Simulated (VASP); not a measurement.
A run of VASP 6.6.1:

The input INCAR:

```
SYSTEM = Pb
PREC = Accurate
ENCUT = 520
EDIFF = 1E-6
ISMEAR = -1
SIGMA = 0.05
LREAL = .False.
LASPH = .True.
NELM = 60
ALGO = Normal
ISIF = 2
LWAVE = .False.
LCHARG = .False.
GGA = PS
NBANDS = 13
```

File KPOINTS:

```
regular mesh
0
Gamma
  9 9 9
  0 0 0
```

The input POSCAR:

```
Pb
1.0
   -1.7662582529      1.7662582529      1.7662582529
    1.7662582529     -1.7662582529      1.7662582529
    1.7662582529      1.7662582529     -1.7662582529
Pb
1
Direct
    0.0000000000      0.0000000000      0.0000000000
```

Potentials or basis: VASP PAW PBE potentials, release 64 (Pb_d).

Run with:

```console
$ cat potpaw_PBE.64/Pb_d/POTCAR > POTCAR
$ mpirun -np 1 vasp_std > vasp.out
```

Hardware: 1 thread of Intel Xeon 8259CL, with other jobs on the host.

Q: Estimate the wall time of this run.

A: Run time: 9.2 s on 1 thread of Intel Xeon 8259CL (shared host), peak memory 0.14 GiB. Counts: scf iterations 11, k points 35.
